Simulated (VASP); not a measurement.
# Al2Cu (Fmmm) in VASP: a series of runs, part 2 of 2

VASP 6.6.1. Earlier steps stand in the parts before.

## 4. Single point, LDA

Contents of INCAR:

```
SYSTEM = Al2Cu
PREC = Accurate
ENCUT = 520
EDIFF = 1E-6
ISMEAR = 0
SIGMA = 0.15
LREAL = .FALSE.
LASPH = .TRUE.
NELM = 80
ALGO = Fast
ISIF = 2
LWAVE = .FALSE.
LCHARG = .FALSE.
GGA = CA
NBANDS = 16
```

Contents of KPOINTS:

```
regular mesh
0
G
  14 14 14
  0 0 0
```

Contents of POSCAR:

```
Al2Cu
1.0
   -1.9511446608      1.9511446608      2.8351068677
    1.9511446608     -1.9511446608      2.8351068677
    2.0581940032      2.0581940032     -2.8351068677
Al Cu
2 1
Direct
    0.7500000000      0.2500000000      0.5000000000
    0.2500000000      0.7500000000      0.5000000000
    0.5000000000      0.5000000000      0.0000000000
```

Potentials or basis: VASP PAW LDA potentials, release 64 (Al, Cu).

Started as:

```console
$ cat potpaw_LDA.64/Al/POTCAR potpaw_LDA.64/Cu/POTCAR > POTCAR
$ mpirun -np 1 vasp_std > vasp.out
```

OUTCAR:

```text
SYSTEM = Al2Cu
   PREC = Accurate
   ENCUT = 520
   EDIFF = 1E-6
   ISMEAR = 0
   LREAL = .FALSE.
   LASPH = .TRUE.
   NELM = 80
   ISIF = 2
   GGA = CA

 ion  position               nearest neighbor table
   1  0.750  0.250  0.500-   3 2.46   3 2.46   3 2.46   3 2.46   2 2.76   2 2.76   2 2.84   2 2.84
                             2 2.91   2 2.91
   2  0.250  0.750  0.500-   3 2.46   3 2.46   3 2.46   3 2.46   1 2.76   1 2.76   1 2.84   1 2.84
                             1 2.91   1 2.91
   3  0.500  0.500  0.000-   2 2.46   1 2.46   1 2.46   2 2.46   1 2.46   2 2.46   2 2.46   1 2.46

  LATTYP: Found a face centered orthorhombic cell.
 ALAT       =     5.5186704829
 B/A-ratio  =     1.0274601017
 C/A-ratio  =     1.0548648927

  Lattice vectors:

 A1 = (  -2.0581940032,  -2.0581940032,   2.8351068677)
 A2 = (  -0.1070493424,  -4.0093386640,   0.0000000000)
 A3 = (   1.9511446608,  -1.9511446608,   2.8351068677)

Analysis of symmetry for initial positions (statically):
=====================================================================
 Subroutine PRICEL returns:
 Original cell was already a primitive cell.

 Routine SETGRP: Setting up the symmetry group for a
 face centered orthorhombic supercell.

 Subroutine GETGRP returns: Found  8 space group operations
 (whereof  8 operations were pure point group operations)
 out of a pool of  8 trial point group operations.

The static configuration has the point symmetry D_2h.

Analysis of symmetry for dynamics (positions and initial velocities):
=====================================================================
 Subroutine PRICEL returns:
 Original cell was already a primitive cell.

 Routine SETGRP: Setting up the symmetry group for a
 face centered orthorhombic supercell.

 Subroutine GETGRP returns: Found  8 space group operations
 (whereof  8 operations were pure point group operations)
 out of a pool of  8 trial point group operations.

The dynamic configuration has the point symmetry D_2h.

 Subroutine INISYM returns: Found  8 space group operations
 (whereof  8 operations are pure point group operations),
 and found     1 'primitive' translations

----------------------------------------------------------------------------------------

                                     Primitive cell

  volume of cell :      45.5413

  direct lattice vectors                    reciprocal lattice vectors
    -1.951144661  1.951144661  2.835106868    -0.006664203  0.249595627  0.176360195
     1.951144661 -1.951144661  2.835106868     0.249595627 -0.006664203  0.176360195
     2.058194003  2.058194003 -2.835106868     0.242931424  0.242931424  0.000000000

  length of vectors
     3.956230773  3.956230773  4.063269135     0.305688252  0.305688252  0.343556915

  position of ions in fractional coordinates (direct lattice)
     0.750000000  0.250000000  0.500000000
     0.250000000  0.750000000  0.500000000
     0.500000000  0.500000000  0.000000000

  ion indices of the primitive-cell ions
   primitive index   ion index
                 1           1
                 2           2
                 3           3

----------------------------------------------------------------------------------------

 KPOINTS: regular mesh

Automatic generation of k-mesh.
 Grid dimensions read from file:
 generate k-points for:   14   14   14

 Generating k-lattice:

  Cartesian coordinates                     Fractional coordinates (reciprocal lattice)
    -0.000476015  0.017828259  0.012597157     0.071428571 -0.000000000  0.000000000
     0.017828259 -0.000476015  0.012597157    -0.000000000  0.071428571  0.000000000
     0.017352245  0.017352245  0.000000000     0.000000000  0.000000000  0.071428571

  Length of vectors
     0.021834875  0.021834875  0.024539780

  Shift w.r.t. Gamma in fractional coordinates (k-lattice)
     0.000000000  0.000000000  0.000000000

 Subroutine IBZKPT returns following result:
 ===========================================

 Found    428 irreducible k-points:

 Following reciprocal coordinates:
            Coordinates               Weight
  0.000000  0.000000  0.000000      1.000000
  0.071429 -0.000000 -0.000000      8.000000
  0.142857 -0.000000  0.000000      8.000000
  0.214286 -0.000000  0.000000      8.000000
  0.285714 -0.000000  0.000000      8.000000
  0.357143  0.000000 -0.000000      8.000000
[... 16 lines left out ...]
  0.214286  0.142857  0.000000      8.000000
  0.285714  0.142857 -0.000000      8.000000
 [... further k-points ...]
   k-points           NKPTS =    428   k-points in BZ     NKDIM =    428   number of bands    NBANDS=     16
   number of dos      NEDOS =    301   number of ions     NIONS =      3
   total plane-waves  NPLWV =  27000
   dimension x,y,z NGX =    30 NGY =   30 NGZ =   30
   dimension x,y,z NGXF=    60 NGYF=   60 NGZF=   60
   ions per type =               2   1
   NGX,Y,Z   is equivalent  to a cutoff of  12.61, 12.61, 12.27 a.u.
   NGXF,Y,Z  is equivalent  to a cutoff of  25.21, 25.21, 24.55 a.u.
 SYSTEM =  Al2Cu
   PREC   = accura    normal or accurate (medium, high low for compatibility)
   ISTART =      0    job   : 0-new  1-cont  2-samecut
   ICHARG =      2    charge: 1-file 2-atom 10-const
   ISPIN  =      1    spin polarized calculation?
   LNONCOLLINEAR =      F non collinear calculations
   LSORBIT =      F    spin-orbit coupling
   LASPH  =      T    aspherical Exc in radial PAW
   ENCUT  =  520.0 eV  38.22 Ry    6.18 a.u.   7.36  7.36  7.55*2*pi/ulx,y,z
   NELM   =     80;   NELMIN=  2; NELMDL= -5     # of ELM steps
   EDIFF  = 0.1E-05   stopping-criterion for ELM
   LREAL  =      F    real-space projection
   EDIFFG = 0.1E-04   stopping-criterion for IOM
   NSW    =      0    number of steps for IOM
   IBRION =     -1    ionic relax: 0-MD 1-quasi-New 2-CG
   NFREE  =      0    steps in history (QN), initial steepest desc. (CG)
   ISIF   =      2    stress and relaxation
   ISYM   =      2    0-nonsym 1-usesym 2-fastsym
   POTIM  = 0.5000    time-step for ionic-motion
   TEBEG  =    0.0;   TEEND  =   0.0 temperature during run
   PSTRESS=    0.0 pullay stress
   NELECT =      17.0000    total number of electrons
   NUPDOWN=      -1.0000    fix difference up-down
   EMIN   =  10.00;   EMAX   =-10.00  energy-range for DOS
   EFERMI =   0.00;   METHOD = LEGACY
   ISMEAR =     0;   SIGMA  =   0.15  broadening in eV -4-tet -1-fermi 0-gaus
   EFERMI_NEDOS =   21; number of points for ismear=-14 and -15
   IALGO  =     68    algorithm
   IMIX   =      4    mixing-type and parameters
     AMIX     =   0.40;   BMIX     =  1.00
     AMIX_MAG =   1.60;   BMIX_MAG =  1.00
  volume/ion in A,a.u.               =      15.18       102.44
  Fermi-wavevector in a.u.,A,eV,Ry     =   1.178753  2.227520 18.904726  1.389458
  Thomas-Fermi vector in A             =   2.315076
   LORBIT       =      0    0 simple, 1 ext, 2 COOP (PROOUT), +10 PAW based schemes
   GGA     = CA    functional components
   LHFCALC =     F    Hartree Fock is set to
   AEXX    =    0.0000 exact exchange contribution
   IVDW    =     0    specifies the selected vdW correction
   LEPSILON=     F    determine dielectric tensor
   LRPA    =     F    only Hartree local field effects (RPA)
 non-spin polarized calculation
 RMM-DIIS sequential band-by-band and
 Gauss-broadening in eV      SIGMA  =   0.15
  energy-cutoff  :      520.00
  volume of cell :       45.54
 maximum number of plane-waves:      1255
 NGX is ok and might be reduce to    30
   NGX = 15   NGY = 15   NGZ = 15

 number of electron      17.0000013 magnetization

 Free energy of the ion-electron system (eV)
  ---------------------------------------------------
  ext. energy  EPLUGINS =         0.00000000
  ---------------------------------------------------
  free energy    TOTEN  =       -13.68550787 eV

  energy without entropy =      -13.67577270  energy(sigma->0) =      -13.68064028

 E-fermi :   7.3025     XC(G=0): -10.8619

 val. band max:        7.3000850074   @ k =  -0.0714   0.5000   0.2857
 cond. band min:       7.3063775017   @ k =  -0.0714   0.4286   0.1429
 fundamental gap:      0.0062924943
 Fermi energy:         7.3025413920

 k-point     1 :       0.0000    0.0000    0.0000
  band No.  band energies     occupation
      1      -3.1802      2.00000
      2       2.4675      2.00000
      3       2.4969      2.00000
      4       2.5217      2.00000
      5       3.0408      2.00000
      6       3.1197      2.00000
[... 433 lines left out ...]
      3       2.5712      2.00000
      4       2.7006      2.00000
      5       3.0020      2.00000
      6       3.1296      2.00000
[... 8 lines left out ...]
     15      15.2186      0.00000
     16      18.0578      0.00000

 [... further k-points ...]
[... 5 lines left out ...]
  --------------------------------------------------------------------------------------
  -------------------------------------------------------------------------------------
  Total        0.2096695      0.2096695      0.0591010     -0.8347548      0.0000000     -0.0000000
  in kB        7.3763363      7.3763363      2.0792203    -29.3673187      0.0000000     -0.0000000
  external PRESSURE =       5.6106310 kB  Pullay stress =       0.0000000 kB

 VOLUME and BASIS-vectors are now :
 -----------------------------------------------------------------------------
  energy-cutoff  :      520.00
  volume of cell :       45.54
      direct lattice vectors                 reciprocal lattice vectors
    -1.951144661  1.951144661  2.835106868    -0.006664203  0.249595627  0.176360195
     1.951144661 -1.951144661  2.835106868     0.249595627 -0.006664203  0.176360195
     2.058194003  2.058194003 -2.835106868     0.242931424  0.242931424  0.000000000

 POSITION                                       TOTAL-FORCE (eV/Angst)
 -----------------------------------------------------------------------------------
      0.05352      2.00467      1.41755        -0.000000     -0.000000     -0.000000
      2.00467      0.05352      1.41755         0.000000      0.000000      0.000000
      0.00000      0.00000      2.83511         0.000000     -0.000000     -0.000000
 -----------------------------------------------------------------------------------
    total drift:                                0.000000     -0.000000      0.000000

  FREE ENERGIE OF THE ION-ELECTRON SYSTEM (eV)
  ---------------------------------------------------
  free  energy   TOTEN  =       -13.6855078684 eV

  energy  without entropy=      -13.6757726997  energy(sigma->0) =      -13.68064028
```

stdout:

```text
POSCAR found type information on POSCAR AlCu
 POSCAR found :  2 types and       3 ions
 scaLAPACK will be used
 LDA part: xc-table for (Slater(with rela. corr.)+CA(PZ))
 , standard interpolation
 POSCAR, INCAR and KPOINTS ok, starting setup
 FFT: planning ... GRIDC
 FFT: planning ... GRID_SOFT
 FFT: planning ... GRID
 WAVECAR not read
 entering main loop
```

It took 5 min on 1 thread of Intel Xeon Platinum 8488C (Sapphire Rapids), shared host; peak memory 0.39 GiB.

Results:

| Item | Value |
| --- | --- |
| Free energy | -13.6855 eV |
| Pressure | 0.6 GPa |
| Band gap on the k mesh | zero (an odd number of electrons rules out a gap without spin polarisation) |

Stress tensor (GPa, compression positive):
```
 0.74 -2.94  0.00
-2.94  0.74  0.00
 0.00  0.00  0.21
```

Caveat: the cell differs from its parent crystal (strain +e along x and -e along y -0.0267, strain +e along z and -e/2 along x and y +0.0000).

## 5. The runs side by side

| cell | gap on the mesh (eV) | pressure (GPa) |
| --- | --- | --- |
| a = 4.033, b = 4.033, c = 4.084 Å, angles 122.3, 122.3, 85.2°, 3 atoms | none | 0.8 |
| a = 3.910, b = 3.910, c = 4.021 Å, angles 117.7, 117.7, 92.5°, 3 atoms | none | 1.0 |
| a = 3.956, b = 3.956, c = 4.063 Å, angles 120.0, 120.0, 88.4°, 3 atoms | none | 0.6 |

Alike in all rows: task single point; level LDA; potentials or basis VASP PAW LDA potentials, release 64 (Al, Cu); no spin polarisation; k mesh 14 × 14 × 14; cutoff (eV) 520; smearing gaussian 0.15 eV.

Total energies depend on the potentials used, so only differences within one code and one set of settings carry meaning.
